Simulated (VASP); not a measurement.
# CaO (Fm-3m) in VASP: notebook, part 2 of 3

VASP 6.6.1. Earlier steps stand in the parts before.

**3. Single point, PBE**

This run uses another cell than the first one, of 13.78 Å³/atom, 1.111 times its volume.

Contents of INCAR:

```
  ALGO = Normal
  EDIFF = 1E-6
  ENCUT = 520
  GGA = PE
  ISIF = 2
  ISMEAR = 0
  LASPH = T
  LCHARG = F
  LREAL = F
  LWAVE = F
  NBANDS = 15
  NELM = 100
  PREC = Accurate
  SIGMA = 0.01
```

Contents of KPOINTS:

```
k-points
0
Gamma
  6 6 6
```

Contents of POSCAR:

```
CaO
1.0
    0.0000000000      2.3975523202      2.3975523202
    2.3975523202      0.0000000000      2.3975523202
    2.3975523202      2.3975523202      0.0000000000
Ca O
1 1
Direct
    0.0000000000      0.0000000000      0.0000000000
    0.5000000000      0.5000000000      0.5000000000
```

Potentials or basis: VASP PAW PBE potentials, release 64 (Ca_sv, O).

Started as:

```sh
cat potpaw_PBE.64/Ca_sv/POTCAR potpaw_PBE.64/O/POTCAR > POTCAR
mpirun -np 1 vasp_std > vasp.out
```

OUTCAR:

```text
EDIFF = 1E-6
   ENCUT = 520
   GGA = PE
   ISIF = 2
   ISMEAR = 0
   LASPH = T
   LREAL = F
   NELM = 100
   PREC = Accurate

 ion  position               nearest neighbor table
   1  0.000  0.000  0.000-   2 2.40   2 2.40   2 2.40   2 2.40   2 2.40   2 2.40
   2  0.500  0.500  0.500-   1 2.40   1 2.40   1 2.40   1 2.40   1 2.40   1 2.40

  LATTYP: Found a face centered cubic cell.
 ALAT       =     4.7951046404

  Lattice vectors:

 A1 = (   0.0000000000,   2.3975523202,   2.3975523202)
 A2 = (   2.3975523202,   0.0000000000,   2.3975523202)
 A3 = (   2.3975523202,   2.3975523202,   0.0000000000)

Analysis of symmetry for initial positions (statically):
=====================================================================
 Subroutine PRICEL returns:
 Original cell was already a primitive cell.

 Routine SETGRP: Setting up the symmetry group for a
 face centered cubic supercell.

 Subroutine GETGRP returns: Found 48 space group operations
 (whereof 48 operations were pure point group operations)
 out of a pool of 48 trial point group operations.

The static configuration has the point symmetry O_h .

Analysis of symmetry for dynamics (positions and initial velocities):
=====================================================================
 Subroutine PRICEL returns:
 Original cell was already a primitive cell.

 Routine SETGRP: Setting up the symmetry group for a
 face centered cubic supercell.

 Subroutine GETGRP returns: Found 48 space group operations
 (whereof 48 operations were pure point group operations)
 out of a pool of 48 trial point group operations.

The dynamic configuration has the point symmetry O_h .

 Subroutine INISYM returns: Found 48 space group operations
 (whereof 48 operations are pure point group operations),
 and found     1 'primitive' translations

----------------------------------------------------------------------------------------

                                     Primitive cell

  volume of cell :      27.5635

  direct lattice vectors                    reciprocal lattice vectors
     0.000000000  2.397552320  2.397552320    -0.208546022  0.208546022  0.208546022
     2.397552320  0.000000000  2.397552320     0.208546022 -0.208546022  0.208546022
     2.397552320  2.397552320  0.000000000     0.208546022  0.208546022 -0.208546022

  length of vectors
     3.390651008  3.390651008  3.390651008     0.361212307  0.361212307  0.361212307

  position of ions in fractional coordinates (direct lattice)
     0.000000000  0.000000000  0.000000000
     0.500000000  0.500000000  0.500000000

  ion indices of the primitive-cell ions
   primitive index   ion index
                 1           1
                 2           2

----------------------------------------------------------------------------------------

 KPOINTS: k-points

Automatic generation of k-mesh.
 Grid dimensions read from file:
 generate k-points for:    6    6    6

 Generating k-lattice:

  Cartesian coordinates                     Fractional coordinates (reciprocal lattice)
    -0.034757670  0.034757670  0.034757670     0.166666667  0.000000000  0.000000000
     0.034757670 -0.034757670  0.034757670     0.000000000  0.166666667  0.000000000
     0.034757670  0.034757670 -0.034757670     0.000000000  0.000000000  0.166666667
[... 31 lines left out ...]
   number of dos      NEDOS =    301   number of ions     NIONS =      2
   total plane-waves  NPLWV =  21952
   dimension x,y,z NGX =    28 NGY =   28 NGZ =   28
   dimension x,y,z NGXF=    56 NGYF=   56 NGZF=   56
   ions per type =               1   1
   NGX,Y,Z   is equivalent  to a cutoff of  13.73, 13.73, 13.73 a.u.
   NGXF,Y,Z  is equivalent  to a cutoff of  27.46, 27.46, 27.46 a.u.
 SYSTEM =  unknown system
   PREC   = accura    normal or accurate (medium, high low for compatibility)
   ISTART =      0    job   : 0-new  1-cont  2-samecut
   ICHARG =      2    charge: 1-file 2-atom 10-const
   ISPIN  =      1    spin polarized calculation?
   LNONCOLLINEAR =      F non collinear calculations
   LSORBIT =      F    spin-orbit coupling
   LASPH  =      T    aspherical Exc in radial PAW
   ENCUT  =  520.0 eV  38.22 Ry    6.18 a.u.   6.30  6.30  6.30*2*pi/ulx,y,z
   NELM   =    100;   NELMIN=  2; NELMDL= -5     # of ELM steps
   EDIFF  = 0.1E-05   stopping-criterion for ELM
   LREAL  =      F    real-space projection
   EDIFFG = 0.1E-04   stopping-criterion for IOM
   NSW    =      0    number of steps for IOM
   IBRION =     -1    ionic relax: 0-MD 1-quasi-New 2-CG
   NFREE  =      0    steps in history (QN), initial steepest desc. (CG)
   ISIF   =      2    stress and relaxation
   ISYM   =      2    0-nonsym 1-usesym 2-fastsym
   POTIM  = 0.5000    time-step for ionic-motion
   TEBEG  =    0.0;   TEEND  =   0.0 temperature during run
   PSTRESS=    0.0 pullay stress
   NELECT =      16.0000    total number of electrons
   NUPDOWN=      -1.0000    fix difference up-down
   EMIN   =  10.00;   EMAX   =-10.00  energy-range for DOS
   EFERMI =   0.00;   METHOD = LEGACY
   ISMEAR =     0;   SIGMA  =   0.01  broadening in eV -4-tet -1-fermi 0-gaus
   EFERMI_NEDOS =   21; number of points for ismear=-14 and -15
   IALGO  =     38    algorithm
   IMIX   =      4    mixing-type and parameters
     AMIX     =   0.40;   BMIX     =  1.00
     AMIX_MAG =   1.60;   BMIX_MAG =  1.00
  volume/ion in A,a.u.               =      13.78        93.00
  Fermi-wavevector in a.u.,A,eV,Ry     =   1.365642  2.580688 25.374552  1.864977
  Thomas-Fermi vector in A             =   2.491852
   LORBIT       =      0    0 simple, 1 ext, 2 COOP (PROOUT), +10 PAW based schemes
   GGA     = PE    functional components
   LHFCALC =     F    Hartree Fock is set to
   AEXX    =    0.0000 exact exchange contribution
   IVDW    =     0    specifies the selected vdW correction
   LEPSILON=     F    determine dielectric tensor
   LRPA    =     F    only Hartree local field effects (RPA)
 non-spin polarized calculation
 Gauss-broadening in eV      SIGMA  =   0.01
  energy-cutoff  :      520.00
  volume of cell :       27.56
 maximum number of plane-waves:       754
 NGX is ok and might be reduce to    28
   NGX = 13   NGY = 13   NGZ = 13

 number of electron      15.9999997 magnetization

 Free energy of the ion-electron system (eV)
  ---------------------------------------------------
  ext. energy  EPLUGINS =         0.00000000
  ---------------------------------------------------
  free energy    TOTEN  =       -12.79763746 eV

  energy without entropy =      -12.79763746  energy(sigma->0) =      -12.79763746

 E-fermi :   2.5638     XC(G=0): -10.5097

 val. band max:        2.3907792873   @ k =   0.0000   0.0000   0.0000
 cond. band min:       6.0235851725   @ k =   0.5000   0.5000   0.0000
 fundamental gap:      3.6328058852
 Fermi energy:         2.5637606909

 k-point     1 :       0.0000    0.0000    0.0000
  band No.  band energies     occupation
      1     -35.2181      2.00000
      2     -15.9768      2.00000
      3     -15.9768      2.00000
      4     -15.9768      2.00000
      5     -13.1552      2.00000
      6       2.3908      2.00000
      7       2.3908      2.00000
      8       2.3908      2.00000
      9       7.1611      0.00000
     10       8.6329      0.00000
     11       8.6329      0.00000
     12       8.6329      0.00000
     13      10.1489      0.00000
     14      10.1489      0.00000
[... 257 lines left out ...]
      2     -16.4991      2.00000
      3     -16.3699      2.00000
      4     -16.3076      2.00000
      5     -12.6124      2.00000
      6       1.1806      2.00000
      7       1.3089      2.00000
      8       1.5813      2.00000
      9       7.4235      0.00000
     10      10.0931      0.00000
     11      10.7769      0.00000
     12      11.9761      0.00000
     13      12.1394      0.00000
     14      15.3882      0.00000
     15      16.1372      0.00000

------------------------ aborting loop because EDIFF is reached ----------------------------------------

  FORCE on cell =-STRESS in cart. coord.  units (eV):
  Direction    XX          YY          ZZ          XY          YZ          ZX
  --------------------------------------------------------------------------------------
  -------------------------------------------------------------------------------------
  Total        0.5254108      0.5254108      0.5254108      0.0000000      0.0000000     -0.0000000
  in kB       30.5404426     30.5404426     30.5404426      0.0000000      0.0000000     -0.0000000
  external PRESSURE =      30.5404426 kB  Pullay stress =       0.0000000 kB

 VOLUME and BASIS-vectors are now :
 -----------------------------------------------------------------------------
  energy-cutoff  :      520.00
  volume of cell :       27.56
      direct lattice vectors                 reciprocal lattice vectors
     0.000000000  2.397552320  2.397552320    -0.208546022  0.208546022  0.208546022
     2.397552320  0.000000000  2.397552320     0.208546022 -0.208546022  0.208546022
     2.397552320  2.397552320  0.000000000     0.208546022  0.208546022 -0.208546022

 POSITION                                       TOTAL-FORCE (eV/Angst)
 -----------------------------------------------------------------------------------
      0.00000      0.00000      0.00000        -0.000000      0.000000     -0.000000
      2.39755      2.39755      2.39755         0.000000     -0.000000      0.000000
 -----------------------------------------------------------------------------------
    total drift:                                0.000000      0.000000      0.000000

  FREE ENERGIE OF THE ION-ELECTRON SYSTEM (eV)
  ---------------------------------------------------
  free  energy   TOTEN  =       -12.7976374556 eV

  energy  without entropy=      -12.7976374556  energy(sigma->0) =      -12.79763746
```

It took 4.9 s on 1 thread of Intel Xeon 6975P-C (Granite Rapids), shared host; peak memory 0.15 GiB.

Results:

| Quantity | Value |
| --- | --- |
| Free energy | -12.7976 eV |
| Pressure | 3.1 GPa |
| Band gap on the k mesh | 3.63 eV, indirect (least direct gap 4.01 eV) |

**4. Single point, PBE (volume changed by -5%)**

Contents of INCAR:

```
ALGO = Normal ; EDIFF = 1E-7
ENCUT = 520 ; GGA = PE
ISIF = 2 ; ISMEAR = 0
LASPH = T ; LCHARG = F
LREAL = F ; LWAVE = F
NBANDS = 15 ; NELM = 80
PREC = Accurate ; SIGMA = 0.01
```

KPOINTS is that of step 3.

Contents of POSCAR:

```
CaO
1.0
    0.0000000000      2.3569079883      2.3569079883
    2.3569079883      0.0000000000      2.3569079883
    2.3569079883      2.3569079883      0.0000000000
Ca O
1 1
Direct
    0.0000000000      0.0000000000      0.0000000000
    0.5000000000      0.5000000000      0.5000000000
```

Started as:

```sh
cat potpaw_PBE.64/Ca_sv/POTCAR potpaw_PBE.64/O/POTCAR > POTCAR
mpirun -np 1 vasp_std > vasp.out
```

It took 5.2 s on 1 thread of Intel Xeon 6975P-C (Granite Rapids), shared host; peak memory 0.15 GiB.

It converged, with:

| Quantity | Value |
| --- | --- |
| Free energy | -12.7416 eV |
| Pressure | 9.9 GPa |
| Band gap on the k mesh | 3.61 eV, indirect (least direct gap 3.97 eV) |

Levels at points of the mesh, in eV from the valence-band top:
```tsv
k point	band 4	band 5	band 6	band 7	band 8	band 9	band 10	band 11	band 12	band 13
(0.00, 0.00, 0.00)	-18.12	-15.65	0.00	0.00	0.00	5.20	6.36	6.36	6.36	7.97
(0.50, 0.00, 0.00)	-18.18	-14.19	-2.78	-1.32	-1.32	7.32	8.67	8.67	8.96	10.92
(0.50, 0.50, 0.00)	-18.40	-15.41	-1.27	-0.36	-0.36	3.61	8.49	9.23	9.93	9.93
```

Caveat: the cell differs from its parent crystal (volume changed by -5%).

(Continued in part 3 of 3.)
